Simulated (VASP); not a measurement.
## LuSc2N3: single point with PBE

Crystal: LuSc2N3.

```
CELL_PARAMETERS angstrom
3.24606 0.00000 0.00000
0.00000 3.24606 0.00000
0.00000 0.00000 8.78568
ATOMIC_POSITIONS crystal
Lu 0.00000 0.00000 0.26766
Sc 0.50000 0.50000 0.60987
Sc 0.50000 0.50000 0.94339
N 0.50000 0.00000 0.75796
N 0.00000 0.50000 0.75796
N 0.00000 0.00000 0.04007
```

```json
{"Program": "VASP 6.6.1", "Task": "single point", "Functional": "PBE", "Potentials or basis": "VASP PAW PBE potentials, release 64 (Lu, Sc_sv, N)", "Cutoff": "520 eV", "k mesh": "12 × 12 × 6", "Occupations": "gaussian, width 0.1 eV", "Spin": "no spin polarisation", "Dipole correction": "no", "Further INCAR settings": "ALGO = Normal; EDIFF = 1e-07; NBANDS = 40"}
```

```
Pressure               : 0.6 GPa
Largest force          : 0.144 eV/Å
Band gap on the k mesh : zero (band 31 reaches 4.65 eV, above the bottom of band 32 at 3.17 eV)
```

Forces in eV/Å, atoms in the order of the input:
```
Lu   0.000  0.000  0.137
Sc   0.000  0.000 -0.144
Sc   0.000  0.000  0.059
N    0.000  0.000  0.032
N    0.000  0.000  0.032
N    0.000  0.000 -0.116
```

Stress tensor (GPa, compression positive):
```
0.43 0.00 0.00
0.00 0.43 0.00
0.00 0.00 1.01
```

Levels at points of the mesh, in eV from the Fermi level:
| k point | band 29 | band 30 | band 31 | band 32 | band 33 | band 34 |
| --- | --- | --- | --- | --- | --- | --- |
| (0.00, 0.00, 0.00) | -0.81 | -0.81 | -0.29 | 0.50 | 1.44 | 1.44 |
| (0.50, 0.00, 0.00) | -1.52 | -1.11 | -0.87 | -0.30 | -0.24 | 0.90 |
| (0.50, 0.50, 0.00) | -1.72 | -1.02 | 1.06 | 1.11 | 1.11 | 1.69 |
| (0.00, 0.00, 0.50) | -0.81 | -0.81 | -0.30 | 0.56 | 1.47 | 1.47 |
| (0.50, 0.00, 0.50) | -1.79 | -0.85 | -0.83 | -0.27 | -0.16 | 0.90 |
| (0.50, 0.50, 0.50) | -1.48 | -1.06 | 1.06 | 1.13 | 1.13 | 1.20 |

It took 7.6 min on 1 thread of Intel(R) Xeon(R) Platinum 8375C CPU @ 2.90GHz (Ice Lake), on a shared host, peak memory 0.49 GiB.

Caveat: spin-orbit coupling is left out, which moves the levels of the heavy elements.
